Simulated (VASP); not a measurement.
Runs of VASP 6.6.1 on Al2Cu. The structure is that of space group Fm-3m (No. 225), or close to it. The cells are those of the table. 

| task | cell | cutoff (eV) | smearing | gap on the mesh (eV) | pressure (GPa) |
| --- | --- | --- | --- | --- | --- |
| relaxation of cell and atoms | relaxed from a = 4.089 Å, angles 120.0, 120.0, 90.0°, 3 atoms | 600 | fermi-dirac 0.15 eV | none | 0.0 |
| single point | a = 4.091 Å, angles 120.0, 120.0, 90.0°, 3 atoms | 520 | fermi-dirac 0.15 eV | none | 0.1 |
| relaxation of cell and atoms | relaxed to 5 GPa from a = 4.091 Å, angles 120.0, 120.0, 90.0°, 3 atoms | 600 | fermi-dirac 0.15 eV | none | 5.0 |
| single point | a = 4.118 Å, angles 120.0, 120.0, 90.0°, 3 atoms | 520 | fermi-dirac 0.15 eV | none | -1.7 |
| single point | a = 4.089 Å, angles 120.0, 120.0, 90.0°, 3 atoms | 520 | gaussian 0.1 eV | none | (a) |

Alike in all rows: level PBE; potentials or basis VASP PAW PBE potentials, release 64 (Al, Cu); no spin polarisation; k mesh 14 × 14 × 14.

Fill in the values left out.

(a) 0.2.

Caveats: the cell is relaxed towards a set pressure, so the run minimises the enthalpy, not the energy (at least some runs).

A gap of «none» marks levels without a gap at the run's occupations.
